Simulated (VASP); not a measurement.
# P (Fm-3m) in VASP: further runs

The runs below take P through single point, relaxation of cell and atoms, with PBE.

Program: VASP 6.6.1. These are calculated values, not measurements. Logs are shortened: lines on timing, memory, paths and dates and some standing lists are left out, and cuts for length are marked.

### Step 1. The cell of the first run

The structure is cubic, space group Fm-3m (No. 225). Conventional cell: a = 3.417 Å, b = 3.417 Å, c = 3.417 Å, α = 90.00°, β = 90.00°, γ = 90.00°. P (site symmetry m-3m) has 12 P at 2.42 Å within 3.2 Å.

### Step 2. Single point, PBE

Input file INCAR:

```
SYSTEM = P
PREC = Accurate
ENCUT = 520
EDIFF = 1E-6
ISMEAR = -1
SIGMA = 0.08
LREAL = .False.
LASPH = .True.
NELM = 80
ALGO = Normal
ISIF = 2
LWAVE = .False.
LCHARG = .False.
GGA = PE
NBANDS = 8
```

Input file KPOINTS:

```
regular mesh
0
Gamma
  19 19 19
  0 0 0
```

Input file POSCAR:

```
P
1.0
    0.0000000000      1.7085403326      1.7085403326
    1.7085403326      0.0000000000      1.7085403326
    1.7085403326      1.7085403326      0.0000000000
P
1
Direct
    0.0000000000      0.0000000000      0.0000000000
```

Potentials or basis: VASP PAW PBE potentials, release 64 (P).

The run is started by

```bash
cat potpaw_PBE.64/P/POTCAR > POTCAR
mpirun -np 1 vasp_std > vasp.out
```

OUTCAR:

```text
SYSTEM = P
   PREC = Accurate
   ENCUT = 520
   EDIFF = 1E-6
   ISMEAR = -1
   LREAL = .False.
   LASPH = .True.
   NELM = 80
   ISIF = 2
   GGA = PE

 ion  position               nearest neighbor table
   1  0.000  0.000  0.000-

  LATTYP: Found a face centered cubic cell.
 ALAT       =     3.4170806652

  Lattice vectors:

 A1 = (   0.0000000000,   1.7085403326,   1.7085403326)
 A2 = (   1.7085403326,   0.0000000000,   1.7085403326)
 A3 = (   1.7085403326,   1.7085403326,   0.0000000000)

Analysis of symmetry for initial positions (statically):
=====================================================================
 Subroutine PRICEL returns:
 Original cell was already a primitive cell.

 Routine SETGRP: Setting up the symmetry group for a
 face centered cubic supercell.

 Subroutine GETGRP returns: Found 48 space group operations
 (whereof 48 operations were pure point group operations)
 out of a pool of 48 trial point group operations.

The static configuration has the point symmetry O_h .

Analysis of symmetry for dynamics (positions and initial velocities):
=====================================================================
 Subroutine PRICEL returns:
 Original cell was already a primitive cell.

 Routine SETGRP: Setting up the symmetry group for a
 face centered cubic supercell.

 Subroutine GETGRP returns: Found 48 space group operations
 (whereof 48 operations were pure point group operations)
 out of a pool of 48 trial point group operations.

The dynamic configuration has the point symmetry O_h .

 Subroutine INISYM returns: Found 48 space group operations
 (whereof 48 operations are pure point group operations),
 and found     1 'primitive' translations

----------------------------------------------------------------------------------------

                                     Primitive cell

  volume of cell :       9.9748

  direct lattice vectors                    reciprocal lattice vectors
     0.000000000  1.708540333  1.708540333    -0.292647467  0.292647467  0.292647467
     1.708540333  0.000000000  1.708540333     0.292647467 -0.292647467  0.292647467
     1.708540333  1.708540333  0.000000000     0.292647467  0.292647467 -0.292647467

  length of vectors
     2.416240910  2.416240910  2.416240910     0.506880281  0.506880281  0.506880281

  position of ions in fractional coordinates (direct lattice)
     0.000000000  0.000000000  0.000000000

  ion indices of the primitive-cell ions
   primitive index   ion index
                 1           1

----------------------------------------------------------------------------------------

 KPOINTS: regular mesh

Automatic generation of k-mesh.
 Grid dimensions read from file:
 generate k-points for:   19   19   19

 Generating k-lattice:

  Cartesian coordinates                     Fractional coordinates (reciprocal lattice)
    -0.015402498  0.015402498  0.015402498     0.052631579  0.000000000  0.000000000
     0.015402498 -0.015402498  0.015402498     0.000000000  0.052631579  0.000000000
     0.015402498  0.015402498 -0.015402498     0.000000000  0.000000000  0.052631579

  Length of vectors
     0.026677910  0.026677910  0.026677910

  Shift w.r.t. Gamma in fractional coordinates (k-lattice)
     0.000000000  0.000000000  0.000000000

 Subroutine IBZKPT returns following result:
 ===========================================

 Found    220 irreducible k-points:

 Following reciprocal coordinates:
            Coordinates               Weight
  0.000000  0.000000  0.000000      1.000000
  0.052632  0.000000  0.000000      8.000000
  0.105263  0.000000  0.000000      8.000000
  0.157895  0.000000  0.000000      8.000000
  0.210526  0.000000  0.000000      8.000000
  0.263158  0.000000  0.000000      8.000000
[... 16 lines left out ...]
 -0.315789  0.052632  0.000000     24.000000
 -0.263158  0.052632  0.000000     24.000000
 [... further k-points ...]
   k-points           NKPTS =    220   k-points in BZ     NKDIM =    220   number of bands    NBANDS=      8
   number of dos      NEDOS =    301   number of ions     NIONS =      1
   total plane-waves  NPLWV =   5832
   dimension x,y,z NGX =    18 NGY =   18 NGZ =   18
   dimension x,y,z NGXF=    36 NGYF=   36 NGZF=   36
   ions per type =               1
   NGX,Y,Z   is equivalent  to a cutoff of  12.38, 12.38, 12.38 a.u.
   NGXF,Y,Z  is equivalent  to a cutoff of  24.77, 24.77, 24.77 a.u.
 SYSTEM =  P
   PREC   = accura    normal or accurate (medium, high low for compatibility)
   ISTART =      0    job   : 0-new  1-cont  2-samecut
   ICHARG =      2    charge: 1-file 2-atom 10-const
   ISPIN  =      1    spin polarized calculation?
   LNONCOLLINEAR =      F non collinear calculations
   LSORBIT =      F    spin-orbit coupling
   LASPH  =      T    aspherical Exc in radial PAW
   ENCUT  =  520.0 eV  38.22 Ry    6.18 a.u.   4.49  4.49  4.49*2*pi/ulx,y,z
   NELM   =     80;   NELMIN=  2; NELMDL= -5     # of ELM steps
   EDIFF  = 0.1E-05   stopping-criterion for ELM
   LREAL  =      F    real-space projection
   EDIFFG = 0.1E-04   stopping-criterion for IOM
   NSW    =      0    number of steps for IOM
   IBRION =     -1    ionic relax: 0-MD 1-quasi-New 2-CG
   NFREE  =      0    steps in history (QN), initial steepest desc. (CG)
   ISIF   =      2    stress and relaxation
   ISYM   =      2    0-nonsym 1-usesym 2-fastsym
   POTIM  = 0.5000    time-step for ionic-motion
   TEBEG  =    0.0;   TEEND  =   0.0 temperature during run
   PSTRESS=    0.0 pullay stress
   NELECT =       5.0000    total number of electrons
   NUPDOWN=      -1.0000    fix difference up-down
   EMIN   =  10.00;   EMAX   =-10.00  energy-range for DOS
   EFERMI =   0.00;   METHOD = LEGACY
   ISMEAR =    -1;   SIGMA  =   0.08  broadening in eV -4-tet -1-fermi 0-gaus
   EFERMI_NEDOS =   21; number of points for ismear=-14 and -15
   IALGO  =     38    algorithm
   IMIX   =      4    mixing-type and parameters
     AMIX     =   0.40;   BMIX     =  1.00
     AMIX_MAG =   1.60;   BMIX_MAG =  1.00
  volume/ion in A,a.u.               =       9.97        67.31
  Fermi-wavevector in a.u.,A,eV,Ry     =   1.300458  2.457509 23.010044  1.691190
  Thomas-Fermi vector in A             =   2.431655
   LORBIT       =      0    0 simple, 1 ext, 2 COOP (PROOUT), +10 PAW based schemes
   GGA     = PE    functional components
[... 5 lines left out ...]
 non-spin polarized calculation
  energy-cutoff  :      520.00
  volume of cell :        9.97
 maximum number of plane-waves:       283
 NGX is ok and might be reduce to    18
   NGX =  9   NGY =  9   NGZ =  9

 number of electron       5.0000000 magnetization

 Free energy of the ion-electron system (eV)
  ---------------------------------------------------
  ext. energy  EPLUGINS =         0.00000000
  ---------------------------------------------------
  free energy    TOTEN  =        -3.77270215 eV

  energy without entropy =       -3.76359823  energy(sigma->0) =       -3.76815019

 E-fermi :  16.1295     XC(G=0): -13.2002

 val. band max:       16.1220468780   @ k =  -0.2105   0.0526   0.0000
 cond. band min:      16.1694990252   @ k =   0.3684   0.2632   0.1053
 fundamental gap:      0.0474521472
 Fermi energy:        16.1295212111

 k-point     1 :       0.0000    0.0000    0.0000
  band No.  band energies     occupation
      1      -4.8633      2.00000
      2      27.0736      0.00000
      3      27.0736      0.00000
      4      27.0736      0.00000
      5      28.3206      0.00000
      6      28.3206      0.00000
      7      28.3206      0.00000
      8      35.6917      0.00000

 k-point     2 :       0.0526    0.0000    0.0000
  band No.  band energies     occupation
      1      -4.7615      2.00000
      2      25.2143      0.00000
      3      26.5194      0.00000
      4      26.5194      0.00000
      5      28.9995      0.00000
      6      28.9995      0.00000
      7      29.3661      0.00000
      8      36.4351      0.00000

 k-point     3 :       0.1053    0.0000    0.0000
  band No.  band energies     occupation
      1      -4.4562      2.00000
      2      22.5144      0.00000
      3      25.7390      0.00000
      4      25.7390      0.00000
      5      29.9816      0.00000
      6      30.0948      0.00000
      7      30.0948      0.00000
      8      35.4478      0.00000

 k-point     4 :       0.1579    0.0000    0.0000
  band No.  band energies     occupation
      1      -3.9482      2.00000
      2      19.7105      0.00000
      3      25.0686      0.00000
      4      25.0686      0.00000
      5      30.1283      0.00000
      6      30.9508      0.00000
      7      30.9508      0.00000
      8      34.7000      0.00000

 k-point     5 :       0.2105    0.0000    0.0000
  band No.  band energies     occupation
      1      -3.2391      2.00000
      2      16.9476      0.00007
      3      24.5454      0.00000
      4      24.5454      0.00000
      5      30.1111      0.00000
      6      30.8230      0.00000
      7      30.8230      0.00000
      8      35.1261      0.00000
[... 177 lines left out ...]
 k-point    22 :      -0.3684    0.0526    0.0000
  band No.  band energies     occupation
      1       0.6359      2.00000
      2       8.7175      2.00000
      3      22.1908      0.00000
      4      24.2545      0.00000
      5      27.5892      0.00000
      6      28.1953      0.00000
      7      30.7642      0.00000
      8      35.7435      0.00000

 k-point    23 :      -0.3158    0.0526    0.0000
  band No.  band energies     occupation
      1      -0.7250      2.00000
      2      11.0345      2.00000
      3      22.1485      0.00000
      4      24.6863      0.00000
      5      28.0488      0.00000
      6      29.1308      0.00000
      7      30.6590      0.00000
      8      36.5698      0.00000

 k-point    24 :      -0.2632    0.0526    0.0000
  band No.  band energies     occupation
      1      -1.8945      2.00000
      2      13.5085      2.00000
      3      22.2659      0.00000
      4      25.1105      0.00000
      5      28.7951      0.00000
      6      30.1878      0.00000
      7      30.6091      0.00000
      8      35.8043      0.00000

 [... further k-points ...]
[... 5 lines left out ...]
  --------------------------------------------------------------------------------------
  -------------------------------------------------------------------------------------
  Total        4.4210314      4.4210314      4.4210314     -0.0000000     -0.0000000      0.0000000
  in kB      710.1146623    710.1146623    710.1146623     -0.0000000     -0.0000000      0.0000000
  external PRESSURE =     710.1146623 kB  Pullay stress =       0.0000000 kB

 VOLUME and BASIS-vectors are now :
 -----------------------------------------------------------------------------
  energy-cutoff  :      520.00
  volume of cell :        9.97
      direct lattice vectors                 reciprocal lattice vectors
     0.000000000  1.708540333  1.708540333    -0.292647467  0.292647467  0.292647467
     1.708540333  0.000000000  1.708540333     0.292647467 -0.292647467  0.292647467
     1.708540333  1.708540333  0.000000000     0.292647467  0.292647467 -0.292647467

 POSITION                                       TOTAL-FORCE (eV/Angst)
 -----------------------------------------------------------------------------------
      0.00000      0.00000      0.00000         0.000000      0.000000      0.000000
 -----------------------------------------------------------------------------------
    total drift:                                0.000000      0.000000     -0.000000

  FREE ENERGIE OF THE ION-ELECTRON SYSTEM (eV)
  ---------------------------------------------------
  free  energy   TOTEN  =        -3.7727021550 eV

  energy  without entropy=       -3.7635982327  energy(sigma->0) =       -3.76815019
```

Wall time 14 s (1 thread of Intel Xeon Platinum 8175M at 2.50GHz (Skylake/Cascade Lake), shared host); peak memory 0.12 GiB.

What came out:

```
Free energy : -3.7727 eV
Pressure    : 71.0 GPa
```

### Step 3. Single point, PBE

Input file INCAR:

```
SYSTEM = P
PREC     = Accurate       ! precision mode
ENCUT    = 520            ! plane-wave cutoff, eV
EDIFF    = 1E-6           ! SCF threshold, eV
ISMEAR   = -1             ! smearing method
SIGMA    = 0.08           ! smearing width, eV
LREAL    = .FALSE.        ! projectors in reciprocal space
LASPH    = .TRUE.         ! aspherical terms in the spheres
NELM     = 100            ! most SCF steps
ALGO     = Normal         ! electronic algorithm
ISIF     = 2              ! what is computed and relaxed
LWAVE    = .FALSE.        ! write WAVECAR
LCHARG   = .FALSE.        ! write CHGCAR
GGA      = PE             ! functional
NBANDS   = 8              ! bands
```

Input file KPOINTS:

```
regular mesh
0
G
  19 19 19
  0 0 0
```

Input file POSCAR:

```
P
1.0
    0.0000000000      1.7089060602      1.7089060602
    1.7089060602      0.0000000000      1.7089060602
    1.7089060602      1.7089060602      0.0000000000
P
1
Direct
    0.0000000000      0.0000000000      0.0000000000
```

Potentials or basis: VASP PAW PBE potentials, release 64 (P).

The run is started by

```bash
cat potpaw_PBE.64/P/POTCAR > POTCAR
mpirun -np 1 vasp_std > vasp.out
```

OUTCAR:

```text
SYSTEM = P
   PREC = Accurate
   ENCUT = 520
   EDIFF = 1E-6
   ISMEAR = -1
   LREAL = .FALSE.
   LASPH = .TRUE.
   NELM = 100
   ISIF = 2
   GGA = PE

 ion  position               nearest neighbor table
   1  0.000  0.000  0.000-

  LATTYP: Found a face centered cubic cell.
 ALAT       =     3.4178121204

  Lattice vectors:

 A1 = (   0.0000000000,   1.7089060602,   1.7089060602)
 A2 = (   1.7089060602,   0.0000000000,   1.7089060602)
 A3 = (   1.7089060602,   1.7089060602,   0.0000000000)

Analysis of symmetry for initial positions (statically):
=====================================================================
 Subroutine PRICEL returns:
 Original cell was already a primitive cell.

 Routine SETGRP: Setting up the symmetry group for a
 face centered cubic supercell.

 Subroutine GETGRP returns: Found 48 space group operations
 (whereof 48 operations were pure point group operations)
 out of a pool of 48 trial point group operations.

The static configuration has the point symmetry O_h .

Analysis of symmetry for dynamics (positions and initial velocities):
=====================================================================
 Subroutine PRICEL returns:
[... 153 lines left out ...]
  energy without entropy =       -3.76642317  energy(sigma->0) =       -3.77098032

 E-fermi :  16.1172     XC(G=0): -13.1971

 val. band max:       16.1101079744   @ k =  -0.2105   0.0526   0.0000
 cond. band min:      16.1585573242   @ k =   0.3684   0.2632   0.1053
 fundamental gap:      0.0484493498
 Fermi energy:        16.1172003025

 k-point     1 :       0.0000    0.0000    0.0000
  band No.  band energies     occupation
      1      -4.8666      2.00000
      2      27.0527      0.00000
      3      27.0527      0.00000
      4      27.0527      0.00000
      5      28.3068      0.00000
      6      28.3068      0.00000
      7      28.3068      0.00000
      8      35.6762      0.00000
[... 243 lines left out ...]
 k-point    24 :      -0.2632    0.0526    0.0000
  band No.  band energies     occupation
      1      -1.8991      2.00000
      2      13.4977      2.00000
      3      22.2502      0.00000
      4      25.0918      0.00000
      5      28.7808      0.00000
      6      30.1713      0.00000
      7      30.5903      0.00000
      8      35.7858      0.00000

 [... further k-points ...]
[... 5 lines left out ...]
  --------------------------------------------------------------------------------------
  -------------------------------------------------------------------------------------
  Total        4.4109845      4.4109845      4.4109845     -0.0000000     -0.0000000     -0.0000000
  in kB      708.0461181    708.0461181    708.0461181     -0.0000000     -0.0000000     -0.0000000
  external PRESSURE =     708.0461181 kB  Pullay stress =       0.0000000 kB

 VOLUME and BASIS-vectors are now :
 -----------------------------------------------------------------------------
  energy-cutoff  :      520.00
  volume of cell :        9.98
      direct lattice vectors                 reciprocal lattice vectors
     0.000000000  1.708906060  1.708906060    -0.292584836  0.292584836  0.292584836
     1.708906060  0.000000000  1.708906060     0.292584836 -0.292584836  0.292584836
     1.708906060  1.708906060  0.000000000     0.292584836  0.292584836 -0.292584836

 POSITION                                       TOTAL-FORCE (eV/Angst)
 -----------------------------------------------------------------------------------
      0.00000      0.00000      0.00000        -0.000000     -0.000000     -0.000000
 -----------------------------------------------------------------------------------
    total drift:                                0.000000     -0.000000      0.000000

  FREE ENERGIE OF THE ION-ELECTRON SYSTEM (eV)
  ---------------------------------------------------
  free  energy   TOTEN  =        -3.7755374691 eV

  energy  without entropy=       -3.7664231737  energy(sigma->0) =       -3.77098032
```

OSZICAR:

```text
N       E                     dE             d eps       ncg     rms          rms(c)
DAV:   1     0.796015026058E+00    0.79602E+00   -0.23625E+03  3848   0.470E+02
DAV:   2    -0.376546324039E+01   -0.45615E+01   -0.42836E+01  5320   0.473E+01
DAV:   3    -0.379084387967E+01   -0.25381E-01   -0.25340E-01  3856   0.396E+00
DAV:   4    -0.379085932749E+01   -0.15448E-04   -0.15447E-04  5960   0.105E-01
DAV:   5    -0.379085932949E+01   -0.19990E-08   -0.16928E-08  3888   0.605E-04    0.833E+00
DAV:   6    -0.378066939595E+01    0.10190E-01   -0.35333E-03  4072   0.334E-01    0.487E+00
DAV:   7    -0.377554556707E+01    0.51238E-02   -0.67758E-03  4104   0.468E-01    0.104E-01
DAV:   8    -0.377553642333E+01    0.91437E-05   -0.31884E-05  4856   0.435E-02    0.219E-02
DAV:   9    -0.377553760221E+01   -0.11789E-05   -0.13110E-06  4624   0.745E-03    0.279E-03
DAV:  10    -0.377553746913E+01    0.13308E-06   -0.47455E-08  2504   0.162E-03
   1 F= -.37755375E+01 E0= -.37709803E+01  d E =-.911430E-02
```

Wall time 14 s (1 thread of Intel Xeon Platinum 8175M at 2.50GHz (Skylake/Cascade Lake), shared host); peak memory 0.12 GiB.

What came out:

```yaml
Free_energy: -3.7755 eV
Pressure: 70.8 GPa
```

Levels at points of the mesh, in eV from the Fermi level:
```csv
k point,band 1,band 2,band 3,band 4,band 5,band 6
"(0.00, 0.00, 0.00)",-20.98,10.94,10.94,10.94,12.19,12.19
```

### Step 4. Single point, PBE

This run uses another cell than the first one, of 14.52 Å³/atom, 1.456 times its volume.

Input file INCAR:

```
SYSTEM = P
PREC = Accurate
ENCUT = 520
EDIFF = 1E-7
ISMEAR = -1
SIGMA = 0.08
LREAL = .False.
LASPH = .True.
NELM = 100
ALGO = Normal
ISIF = 2
LWAVE = .False.
LCHARG = .False.
GGA = PE
NBANDS = 8
```

Input file KPOINTS:

```
Automatic mesh
0
Gamma
  17 17 17
  0 0 0
```

Input file POSCAR:

```
P
1.0
    0.0000000000      1.9363923620      1.9363923620
    1.9363923620      0.0000000000      1.9363923620
    1.9363923620      1.9363923620      0.0000000000
P
1
Direct
    0.0000000000      0.0000000000      0.0000000000
```

The run is started by

```bash
cat potpaw_PBE.64/P/POTCAR > POTCAR
mpirun -np 1 vasp_std > vasp.out
```

Wall time 16 s (1 thread of Intel Xeon Platinum 8175M at 2.50GHz (Skylake/Cascade Lake), shared host); peak memory 0.13 GiB.

It converged, with:

| Item | Value |
| --- | --- |
| Free energy | -4.5178 eV |
| Pressure | -0.2 GPa |

Levels at points of the mesh, in eV from the Fermi level:
| k point | band 1 | band 2 | band 3 | band 4 | band 5 |
| --- | --- | --- | --- | --- | --- |
| (0.00, 0.00, 0.00) | -16.38 | 6.77 | 6.77 | 6.77 | 11.40 |

[end of part 1 of 2]
